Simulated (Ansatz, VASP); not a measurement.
**One calculation of SnO, two programs**

File INCAR:

```
PREC = Accurate
ENCUT = 520
EDIFF = 1E-8
ISMEAR = -1
SIGMA = 0.01
LREAL = F
LASPH = T
NELM = 60
ALGO = Normal
ISIF = 2
LWAVE = F
LCHARG = F
GGA = PE
LEFG = T
NBANDS = 28
```

File KPOINTS:

```
regular mesh
0
Gamma
  8 8 6
```

File POSCAR:

```
SnO
1.0
    3.7506153226      0.0000000000      0.0000000000
    0.0000000000      3.7506153226      0.0000000000
    0.0000000000      0.0000000000      4.7706406366
Sn O
2 2
Direct
    0.0000000000      0.5000000000      0.2385000000
    0.5000000000      0.0000000000      0.7615000000
    0.0000000000      0.0000000000      0.0000000000
    0.5000000000      0.5000000000      0.0000000000
```

Input for Ansatz:

```yaml
crystal:
  lattice:
    - [3.7506153226, 0.0, 0.0]
    - [0.0, 3.7506153226, 0.0]
    - [0.0, 0.0, 4.7706406366]
  atoms:
    - { symbol: Sn, position: [0.0, 0.5, 0.2385] }
    - { symbol: Sn, position: [0.5, 0.0, 0.7615] }
    - { symbol: O, position: [0.0, 0.0, 0.0] }
    - { symbol: O, position: [0.5, 0.5, 0.0] }
kpoints:
  mp_grid: { grid: [8, 8, 6] }
scf:
  occupations: { method: fermi_dirac, width: 0.01 }
hamiltonian:
  xc: pbe
  pseudopotentials: { kind: paw }
output:
  forces: true
  stress: true
  eigenvalues: true
  efg: { contact_densities: true }
  write_density: true
  write_potential: true
  elf: true
  volumetric_format: npy
```

Change from the starting cell: volume scaled by 0.96, PAW files.

Alike in both runs: task electric field gradients; functional PBE; k mesh 8 × 8 × 6; occupations fermi-dirac, width 0.01 eV; no spin polarisation.

```csv
,VASP,Ansatz
version,VASP 6.6.1,Ansatz 0.2.0
potentials or method,"VASP PAW PBE potentials, release 64 (Sn_d, O)","PAW with Ansatz's default frozen-core files, scalar-relativistic"
plane-wave cutoff (eV),520,420
valence electrons in the cell,40,40
```

Ansatz gave:

```
pressure (GPa)                                                : 8.7
traceless stress, the component that is largest in VASP (GPa) : -1.51
rms of the force components (eV/Å)                            : 0.398
size of Vzz on the site where it differs most (V/Å²)          : 182.4
```

Problem. Estimate VASP's values.

Solution. Pressure (GPa): 9.0; traceless stress, the component that is largest in VASP (GPa): -1.49; rms of the force components (eV/Å): 0.438; size of Vzz on the site where it differs most (V/Å²): 171.6.

Atom by atom the forces differ by 0.040 eV/Å (rms over components). With one functional, cell and mesh, what is left measures potentials, basis and numerics.
